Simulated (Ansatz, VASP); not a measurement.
One calculation of NaI, two programs

Contents of INCAR:

```
SYSTEM = NaI
PREC = Accurate ; ENCUT = 520
EDIFF = 1E-7 ; ISMEAR = 0
SIGMA = 0.01 ; LREAL = .FALSE.
LASPH = .TRUE. ; NELM = 60
ALGO = Normal ; ISIF = 2
LWAVE = .FALSE. ; LCHARG = .FALSE.
GGA = PS ; NBANDS = 14
```

KPOINTS

```
regular mesh
0
G
  8 8 8
  0 0 0
```

The input POSCAR:

```
NaI
1.0
    0.0000000000      3.1842491620      3.1842491620
    3.1842491620      0.0000000000      3.1842491620
    3.1842491620      3.1842491620      0.0000000000
Na I
1 1
Direct
    0.0000000000      0.0000000000      0.0000000000
    0.5000000000      0.5000000000      0.5000000000
```

Input for Ansatz:

```yaml
crystal:
  lattice:
    - [0.0, 3.18424916196, 3.18424916196]
    - [3.18424916196, 0.0, 3.18424916196]
    - [3.18424916196, 3.18424916196, 0.0]
  atoms:
    - { symbol: Na, position: [0.0, 0.0, 0.0] }
    - { symbol: I, position: [0.5, 0.5, 0.5] }
kpoints:
  mp_grid: { grid: [8, 8, 8] }
scf:
  occupations: { method: fixed }
  convergence: { dr2_threshold: 1.0e-10 }
hamiltonian:
  xc: pbesol
  pseudopotentials: { kind: all_electron, lapw: { basis_error: 0.0005 } }
output:
  forces: true
  stress: true
  eigenstates:
    kpoints:
      - [0.0, 0.0, 0.0]
      - [-0.5, 0.0, -0.5]
      - [0.0, -0.5, -0.5]
      - [-0.5, -0.5, 0.0]
      - [-0.5, 0.0, 0.0]
      - [0.0, -0.5, 0.0]
      - [0.0, 0.0, -0.5]
      - [-0.5, -0.5, -0.5]
  eigenvalues: true
```

Alike in both runs: task single point; functional PBEsol; k mesh 8 × 8 × 8; no spin polarisation.

|  | VASP | Ansatz |
| --- | --- | --- |
| version | VASP 6.6.1 | Ansatz 0.2.0 |
| potentials or method | VASP PAW PBE potentials, release 64 (Na_pv, I), cutoff 520 eV | all-electron LAPW, scalar-relativistic |
| occupations | gaussian, width 0.01 eV | fixed |

```tsv
	VASP	Ansatz	Ansatz less VASP
gap on the k mesh at the Fermi level (eV)	3.63	3.64	+0.004
pressure (GPa)	0.3	0.3	-0.03
```

VASP's potentials were made for PBE, not for PBEsol. Ansatz ran all-electron here, and VASP with PAW potentials.

Spin-orbit coupling is off throughout.
